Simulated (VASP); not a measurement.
KI, 2 atoms in the cell. The structure is tetragonal, space group I4/mmm (No. 139). The conventional cell has a = 4.825 Å, b = 4.825 Å, c = 6.857 Å, α = 90.00°, β = 90.00°, γ = 90.00°. Within 4.5 Å of K (site symmetry 4/mmm) lie 6 I at 3.41 to 3.43 Å. Within 4.5 Å of I (site symmetry 4/mmm) lie 6 K at 3.41 to 3.43 Å.  This cell differs from its parent crystal: z stretched by +0.5 %, x and y held.

- Program: VASP 6.6.1
- Task: single point
- Functional: LDA
- Potentials or basis: VASP PAW LDA potentials, release 64 (K_sv, I)
- Cutoff: 520 eV
- k mesh: 6 × 6 × 6
- Occupations: gaussian, width 0.01 eV
- Spin: no spin polarisation
- Dipole correction: no
- Further INCAR settings: ALGO = Normal; EDIFF = 1e-07; NBANDS = 15

Potentials or basis: VASP PAW LDA potentials, release 64 (K_sv, I).

Launch:

```bash
$ cat potpaw_LDA.64/K_sv/POTCAR potpaw_LDA.64/I/POTCAR > POTCAR
$ mpirun -np 1 vasp_std > vasp.out
```

Hardware: 1 thread of Intel(R) Xeon(R) Platinum 8488C (Sapphire Rapids), with other jobs on the host.

Q: How long does it take, and how much memory?

A: Run time: 39 s on 1 thread of Intel(R) Xeon(R) Platinum 8488C (Sapphire Rapids), with other jobs on the host, peak memory 0.18 GiB. Counts: scf iterations 13, k points 30.
